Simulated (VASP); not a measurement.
Here is a VASP 6.6.1 calculation.

INCAR

```
PREC = Accurate ; ENCUT = 520
EDIFF = 1E-6 ; ISMEAR = -1
SIGMA = 0.05 ; LREAL = F
LASPH = T ; NELM = 60
ALGO = Normal ; ISIF = 2
LWAVE = F ; LCHARG = T
GGA = PE ; LELF = T
LVHAR = T ; NBANDS = 14
```

KPOINTS

```
regular mesh
0
Gamma
  13 13 13
```

Contents of POSCAR:

```
F
1.0
    0.0000000000      2.3705347475      2.3705347475
    2.3705347475      0.0000000000      2.3705347475
    2.3705347475      2.3705347475      0.0000000000
F
2
Direct
   -0.1250000000     -0.1250000000     -0.1250000000
    0.1250000000      0.1250000000      0.1250000000
```

Potentials or basis: VASP PAW PBE potentials, release 64 (F).

The run is started by

```bash
$ cat potpaw_PBE.64/F/POTCAR > POTCAR
$ mpirun -np 1 vasp_std > vasp.out
```

(1) Estimate the pressure.

(2) What does it give for the band gap on the k mesh?

Answers

(1) 3.4 GPa.

(2) zero (band 7 reaches -4.00 eV, above the bottom of band 8 at -5.09 eV).
